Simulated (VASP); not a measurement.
# Tl (Pm-3n) in VASP: notebook

Tl is run at these levels: PBE; tasks: single point.

Program: VASP 6.6.1. These are calculated values, not measurements. Logs are shortened: lines on timing, memory, paths and dates and some standing lists are left out, and cuts for length are marked.

## 1. The cell of the first run

It takes space group Pm-3n (No. 223, cubic). Conventional cell: a = 6.334 Å, b = 6.334 Å, c = 6.334 Å, α = 90.00°, β = 90.00°, γ = 90.00°. Tl (site symmetry m-3) has 12 Tl at 3.54 Å within 4.7 Å. Within 4.2 Å of Tl (site symmetry -4m2) lie 14 Tl at 3.17 to 3.88 Å.

## 2. Single point, PBE

Input file INCAR:

```
PREC = Accurate
ENCUT = 520
EDIFF = 1E-6
ISMEAR = -1
SIGMA = 0.1
LREAL = F
LASPH = T
NELM = 100
ALGO = Normal
ISIF = 2
LWAVE = F
LCHARG = F
GGA = PE
NBANDS = 62
```

Input file KPOINTS:

```
regular mesh
0
Gamma
  4 4 4
```

Input file POSCAR:

```
Tl
1.0
    6.3337871668      0.0000000000      0.0000000000
    0.0000000000      6.3337871668      0.0000000000
    0.0000000000      0.0000000000      6.3337871668
Tl
8
Direct
    1.0000000000      1.0000000000      0.0000000000
    0.5000000000      0.5000000000      0.5000000000
    0.2500000000      1.0000000000      0.5000000000
    0.7500000000      1.0000000000      0.5000000000
    0.5000000000      0.2500000000      0.0000000000
    0.5000000000      0.7500000000      0.0000000000
    0.0000000000      0.5000000000      0.2500000000
    0.0000000000      0.5000000000      0.7500000000
```

Potentials or basis: VASP PAW PBE potentials, release 64 (Tl_d).

Started as:

```console
$ cat potpaw_PBE.64/Tl_d/POTCAR > POTCAR
$ mpirun -np 1 vasp_std > vasp.out
```

OUTCAR:

```text
PREC = Accurate
   ENCUT = 520
   EDIFF = 1E-6
   ISMEAR = -1
   LREAL = F
   LASPH = T
   NELM = 100
   ISIF = 2
   GGA = PE

 ion  position               nearest neighbor table
   1  0.000  0.000  0.000-   3 3.54   4 3.54   5 3.54   6 3.54   7 3.54   8 3.54   3 3.54   4 3.54
                             7 3.54   8 3.54   5 3.54   6 3.54
   2  0.500  0.500  0.500-   3 3.54   4 3.54   5 3.54   6 3.54   7 3.54   8 3.54   5 3.54   6 3.54
                             3 3.54   4 3.54   7 3.54   8 3.54
   3  0.250  0.000  0.500-   4 3.17   4 3.17   1 3.54   1 3.54   2 3.54   2 3.54   8 3.88   5 3.88
                             5 3.88   6 3.88   6 3.88   7 3.88   8 3.88   7 3.88
   4  0.750  0.000  0.500-   3 3.17   3 3.17   1 3.54   1 3.54   2 3.54   2 3.54   8 3.88   5 3.88
                             5 3.88   6 3.88   6 3.88   7 3.88   8 3.88   7 3.88
   5  0.500  0.250  0.000-   6 3.17   6 3.17   1 3.54   2 3.54   2 3.54   1 3.54   8 3.88   4 3.88
                             3 3.88   4 3.88   3 3.88   7 3.88   7 3.88   8 3.88
   6  0.500  0.750  0.000-   5 3.17   5 3.17   1 3.54   2 3.54   2 3.54   1 3.54   8 3.88   4 3.88
                             3 3.88   4 3.88   3 3.88   7 3.88   7 3.88   8 3.88
   7  0.000  0.500  0.250-   8 3.17   8 3.17   1 3.54   2 3.54   1 3.54   2 3.54   3 3.88   4 3.88
                             5 3.88   3 3.88   4 3.88   6 3.88   5 3.88   6 3.88
   8  0.000  0.500  0.750-   7 3.17   7 3.17   1 3.54   2 3.54   1 3.54   2 3.54   3 3.88   4 3.88
                             5 3.88   3 3.88   4 3.88   6 3.88   5 3.88   6 3.88

  LATTYP: Found a simple cubic cell.
 ALAT       =     6.3337871668

  Lattice vectors:

 A1 = (   6.3337871668,   0.0000000000,   0.0000000000)
 A2 = (   0.0000000000,   6.3337871668,   0.0000000000)
 A3 = (   0.0000000000,   0.0000000000,   6.3337871668)

Analysis of symmetry for initial positions (statically):
=====================================================================
 Subroutine PRICEL returns:
 Original cell was already a primitive cell.

 Routine SETGRP: Setting up the symmetry group for a
 simple cubic supercell.

 Subroutine GETGRP returns: Found 48 space group operations
 (whereof 24 operations were pure point group operations)
 out of a pool of 48 trial point group operations.

The static configuration has the point symmetry T_h .
 The point group associated with its full space group is O_h .

Analysis of symmetry for dynamics (positions and initial velocities):
=====================================================================
 Subroutine PRICEL returns:
 Original cell was already a primitive cell.

 Routine SETGRP: Setting up the symmetry group for a
 simple cubic supercell.

 Subroutine GETGRP returns: Found 48 space group operations
 (whereof 24 operations were pure point group operations)
 out of a pool of 48 trial point group operations.

The dynamic configuration has the point symmetry T_h .
 The point group associated with its full space group is O_h .

 Subroutine INISYM returns: Found 48 space group operations
 (whereof 24 operations are pure point group operations),
 and found     1 'primitive' translations

----------------------------------------------------------------------------------------

                                     Primitive cell

  volume of cell :     254.0917

  direct lattice vectors                    reciprocal lattice vectors
     6.333787167  0.000000000  0.000000000     0.157883423  0.000000000  0.000000000
     0.000000000  6.333787167  0.000000000     0.000000000  0.157883423  0.000000000
     0.000000000  0.000000000  6.333787167     0.000000000  0.000000000  0.157883423

  length of vectors
     6.333787167  6.333787167  6.333787167     0.157883423  0.157883423  0.157883423

  position of ions in fractional coordinates (direct lattice)
     0.000000000  0.000000000  0.000000000
     0.500000000  0.500000000  0.500000000
     0.250000000  0.000000000  0.500000000
     0.750000000  0.000000000  0.500000000
     0.500000000  0.250000000  0.000000000
     0.500000000  0.750000000  0.000000000
     0.000000000  0.500000000  0.250000000
     0.000000000  0.500000000  0.750000000

  ion indices of the primitive-cell ions
   primitive index   ion index
                 1           1
                 2           2
                 3           3
                 4           4
                 5           5
                 6           6
                 7           7
                 8           8

----------------------------------------------------------------------------------------

 KPOINTS: regular mesh

Automatic generation of k-mesh.
 Grid dimensions read from file:
 generate k-points for:    4    4    4

 Generating k-lattice:

  Cartesian coordinates                     Fractional coordinates (reciprocal lattice)
     0.039470856  0.000000000  0.000000000     0.250000000  0.000000000  0.000000000
     0.000000000  0.039470856  0.000000000     0.000000000  0.250000000  0.000000000
     0.000000000  0.000000000  0.039470856     0.000000000  0.000000000  0.250000000

  Length of vectors
     0.039470856  0.039470856  0.039470856

  Shift w.r.t. Gamma in fractional coordinates (k-lattice)
     0.000000000  0.000000000  0.000000000

 Subroutine IBZKPT returns following result:
 ===========================================

 Found     10 irreducible k-points:

 Following reciprocal coordinates:
            Coordinates               Weight
  0.000000  0.000000  0.000000      1.000000
  0.250000  0.000000  0.000000      6.000000
  0.500000  0.000000  0.000000      3.000000
  0.250000  0.250000  0.000000     12.000000
  0.500000  0.250000  0.000000     12.000000
  0.500000  0.500000  0.000000      3.000000
  0.250000  0.250000  0.250000      8.000000
  0.500000  0.250000  0.250000     12.000000
  0.500000  0.500000  0.250000      6.000000
  0.500000  0.500000  0.500000      1.000000
   k-points           NKPTS =     10   k-points in BZ     NKDIM =     10   number of bands    NBANDS=     62
   number of dos      NEDOS =    301   number of ions     NIONS =      8
   total plane-waves  NPLWV = 110592
   dimension x,y,z NGX =    48 NGY =   48 NGZ =   48
   dimension x,y,z NGXF=    96 NGYF=   96 NGZF=   96
   ions per type =               8
   NGX,Y,Z   is equivalent  to a cutoff of  12.60, 12.60, 12.60 a.u.
   NGXF,Y,Z  is equivalent  to a cutoff of  25.20, 25.20, 25.20 a.u.
 SYSTEM =  unknown system
   PREC   = accura    normal or accurate (medium, high low for compatibility)
   ISTART =      0    job   : 0-new  1-cont  2-samecut
   ICHARG =      2    charge: 1-file 2-atom 10-const
   ISPIN  =      1    spin polarized calculation?
   LNONCOLLINEAR =      F non collinear calculations
   LSORBIT =      F    spin-orbit coupling
   LASPH  =      T    aspherical Exc in radial PAW
   ENCUT  =  520.0 eV  38.22 Ry    6.18 a.u.  11.78 11.78 11.78*2*pi/ulx,y,z
   NELM   =    100;   NELMIN=  2; NELMDL= -5     # of ELM steps
   EDIFF  = 0.1E-05   stopping-criterion for ELM
   LREAL  =      F    real-space projection
   EDIFFG = 0.1E-04   stopping-criterion for IOM
   NSW    =      0    number of steps for IOM
   IBRION =     -1    ionic relax: 0-MD 1-quasi-New 2-CG
   NFREE  =      0    steps in history (QN), initial steepest desc. (CG)
   ISIF   =      2    stress and relaxation
   ISYM   =      2    0-nonsym 1-usesym 2-fastsym
   POTIM  = 0.5000    time-step for ionic-motion
   TEBEG  =    0.0;   TEEND  =   0.0 temperature during run
   PSTRESS=    0.0 pullay stress
   NELECT =     104.0000    total number of electrons
   NUPDOWN=      -1.0000    fix difference up-down
   EMIN   =  10.00;   EMAX   =-10.00  energy-range for DOS
   EFERMI =   0.00;   METHOD = LEGACY
   ISMEAR =    -1;   SIGMA  =   0.10  broadening in eV -4-tet -1-fermi 0-gaus
   EFERMI_NEDOS =   21; number of points for ismear=-14 and -15
   IALGO  =     38    algorithm
   IMIX   =      4    mixing-type and parameters
     AMIX     =   0.40;   BMIX     =  1.00
     AMIX_MAG =   1.60;   BMIX_MAG =  1.00
  volume/ion in A,a.u.               =      31.76       214.34
  Fermi-wavevector in a.u.,A,eV,Ry     =   1.215502  2.296966 20.101874  1.477446
  Thomas-Fermi vector in A             =   2.350887
   LORBIT       =      0    0 simple, 1 ext, 2 COOP (PROOUT), +10 PAW based schemes
   GGA     = PE    functional components
   LHFCALC =     F    Hartree Fock is set to
   AEXX    =    0.0000 exact exchange contribution
   IVDW    =     0    specifies the selected vdW correction
   LEPSILON=     F    determine dielectric tensor
   LRPA    =     F    only Hartree local field effects (RPA)
 non-spin polarized calculation
  energy-cutoff  :      520.00
  volume of cell :      254.09
 maximum number of plane-waves:      6881
 NGX is ok and might be reduce to    48
   NGX = 23   NGY = 23   NGZ = 23

 number of electron     104.0000018 magnetization

 Free energy of the ion-electron system (eV)
  ---------------------------------------------------
  ext. energy  EPLUGINS =         0.00000000
  ---------------------------------------------------
  free energy    TOTEN  =       -17.82137862 eV

  energy without entropy =      -17.71381788  energy(sigma->0) =      -17.76759825

 E-fermi :   5.5203     XC(G=0):  -9.6678

 val. band max:        5.4099828877   @ k =   0.5000   0.2500   0.0000
 cond. band min:       5.5422911472   @ k =   0.5000   0.5000   0.2500
 fundamental gap:      0.1323082595
 Fermi energy:         5.5202760147

 k-point     1 :       0.0000    0.0000    0.0000
  band No.  band energies     occupation
      1      -6.3740      2.00000
      2      -6.3740      2.00000
      3      -6.3619      2.00000
      4      -6.1159      2.00000
      5      -6.1159      2.00000
      6      -6.1159      2.00000
[... 54 lines left out ...]
     61       9.8337      0.00000
     62       9.8337      0.00000

 k-point     2 :       0.2500    0.0000    0.0000
  band No.  band energies     occupation
      1      -6.3697      2.00000
      2      -6.3628      2.00000
      3      -6.2394      2.00000
      4      -6.1616      2.00000
      5      -6.0897      2.00000
      6      -6.0897      2.00000
[... 519 lines left out ...]
      6      -6.0470      2.00000
[... 54 lines left out ...]
     61       9.4618      0.00000
     62       9.4618      0.00000

------------------------ aborting loop because EDIFF is reached ----------------------------------------

  FORCE on cell =-STRESS in cart. coord.  units (eV):
  Direction    XX          YY          ZZ          XY          YZ          ZX
  --------------------------------------------------------------------------------------
  -------------------------------------------------------------------------------------
  Total       -0.1509651     -0.1509651     -0.1509651      0.0000000      0.0000000      0.0000000
  in kB       -0.9519119     -0.9519119     -0.9519119      0.0000000      0.0000000      0.0000000
  external PRESSURE =      -0.9519119 kB  Pullay stress =       0.0000000 kB

 VOLUME and BASIS-vectors are now :
 -----------------------------------------------------------------------------
  energy-cutoff  :      520.00
  volume of cell :      254.09
      direct lattice vectors                 reciprocal lattice vectors
     6.333787167  0.000000000  0.000000000     0.157883423  0.000000000  0.000000000
     0.000000000  6.333787167  0.000000000     0.000000000  0.157883423  0.000000000
     0.000000000  0.000000000  6.333787167     0.000000000  0.000000000  0.157883423

 POSITION                                       TOTAL-FORCE (eV/Angst)
 -----------------------------------------------------------------------------------
      0.00000      0.00000      0.00000         0.000000     -0.000000      0.000000
      3.16689      3.16689      3.16689         0.000000     -0.000000      0.000000
      1.58345      0.00000      3.16689         0.000000      0.000000     -0.000000
      4.75034      0.00000      3.16689        -0.000000     -0.000000      0.000000
      3.16689      1.58345      0.00000         0.000000     -0.000000      0.000000
      3.16689      4.75034      0.00000         0.000000     -0.000000     -0.000000
      0.00000      3.16689      1.58345        -0.000000     -0.000000      0.000000
      0.00000      3.16689      4.75034        -0.000000     -0.000000     -0.000000
 -----------------------------------------------------------------------------------
    total drift:                                0.000000     -0.000000      0.000000

  FREE ENERGIE OF THE ION-ELECTRON SYSTEM (eV)
  ---------------------------------------------------
  free  energy   TOTEN  =       -17.8213786246 eV

  energy  without entropy=      -17.7138178813  energy(sigma->0) =      -17.76759825
```

It took 3.2 min on 1 thread of Intel Xeon 8259CL, shared host; peak memory 0.38 GiB.

Results:

| Property | Result |
| --- | --- |
| Free energy | -17.8214 eV |
| Pressure | -0.1 GPa |
| Band gap on the k mesh | zero (bands 52 and 53 overlap by 2.28 eV) |

Levels at points of the mesh, in eV from the Fermi level:
```tsv
k point	band 49	band 50	band 51	band 52	band 53	band 54	band 55	band 56
(0.00, 0.00, 0.00)	-1.15	-1.15	-1.15	-0.76	-0.76	0.68	0.68	0.68
(0.50, 0.00, 0.00)	-1.97	-1.97	-0.58	-0.58	0.18	0.18	1.47	1.47
(0.50, 0.50, 0.00)	-1.86	-1.09	-1.09	-0.35	1.22	1.57	1.95	1.95
(0.50, 0.50, 0.50)	1.52	1.52	1.52	1.52	1.52	1.52	1.85	1.85
```

Caveat: spin-orbit coupling is left out, which moves the levels of the heavy elements.

## 3. Single point, PBE

Input file INCAR:

```
PREC = Accurate
ENCUT = 520
EDIFF = 1E-7
ISMEAR = -1
SIGMA = 0.1
LREAL = False
LASPH = True
NELM = 100
ALGO = Normal
ISIF = 2
LWAVE = False
LCHARG = False
GGA = PE
NBANDS = 62
```

Input file KPOINTS:

```
Automatic mesh
0
Gamma
  6 6 6
```

POSCAR is that of step 2.

Potentials or basis: VASP PAW PBE potentials, release 64 (Tl_d).

Started as:

```console
$ cat potpaw_PBE.64/Tl_d/POTCAR > POTCAR
$ mpirun -np 1 vasp_std > vasp.out
```

Wall time 7.4 min (1 thread of Intel Xeon 8259CL, shared host); peak memory 0.45 GiB.

Results (log left out):

| Property | Result |
| --- | --- |
| Free energy | -17.5709 eV |
| Pressure | 0.2 GPa |
| Band gap on the k mesh | zero (bands 52 and 53 overlap by 2.28 eV) |

Levels at points of the mesh, in eV from the Fermi level:
```csv
k point,band 50,band 51,band 52,band 53,band 54,band 55
"(0.00, 0.00, 0.00)",-1.18,-1.18,-0.80,-0.80,0.65,0.65
"(0.50, 0.00, 0.00)",-2.00,-0.61,-0.61,0.15,0.15,1.44
"(0.50, 0.50, 0.00)",-1.12,-1.12,-0.38,1.18,1.54,1.91
"(0.50, 0.50, 0.50)",1.48,1.48,1.48,1.48,1.48,1.82
```

Caveat: spin-orbit coupling is left out, which moves the levels of the heavy elements.

The gap in the log of VASP goes by the Fermi energy; the results here count the filled bands.